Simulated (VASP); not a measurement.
Runs of VASP 6.6.1 on KTaO3. The structure is that of space group Pm-3m (No. 221), or close to it. The cells are those of the table. 

```tsv
task	level	potentials or basis	cell	cutoff (eV)	gap on the mesh (eV)	pressure (GPa)
single point	LDA	VASP PAW LDA potentials, release 64 (Ta_sv_GW, K_sv, O)	a = 3.988 Å, 5 atoms	700	2.11	-5.0
single point	PBEsol	VASP PAW PBE potentials, release 64 (Ta_pv, K_sv, O)	a = 3.954 Å, 5 atoms	520	(b)	5.9
relaxation of cell and atoms	PBEsol	VASP PAW PBE potentials, release 64 (Ta_pv, K_sv, O)	relaxed to 10 GPa from a = 3.988 Å, 5 atoms	600	2.24	10.0
single point	r2SCAN+D4	VASP PAW PBE potentials, release 64 (Ta_pv, K_sv, O)	a = 4.067 Å, 5 atoms	520	(a)	-10.5
single point	PBEsol	VASP PAW PBE potentials, release 64 (Ta_pv, K_sv, O)	a = 3.836 Å, 5 atoms	520	2.38	31.4
```

Alike in all rows: no spin polarisation; k mesh 7 × 7 × 7; smearing fermi-dirac 0.05 eV.

Problem. Estimate the missing entries.

Solution. (a) 2.50; (b) 2.20.

Caveats: spin-orbit coupling is left out, which moves the levels of the heavy elements; an odd mesh through Γ misses points on the zone boundary, where band edges can lie; the PAW data sets were made with another functional, which shifts forces and pressure a little (at least some runs); the cell stands under tension (at least some runs); the cell stands under pressure (at least some runs); the cell is relaxed towards a set pressure, so the run minimises the enthalpy, not the energy (at least some runs).

A k mesh can miss the band edges, and the runs leave out spin-orbit coupling on Ta.

The runs don't all hold the same shells in valence.
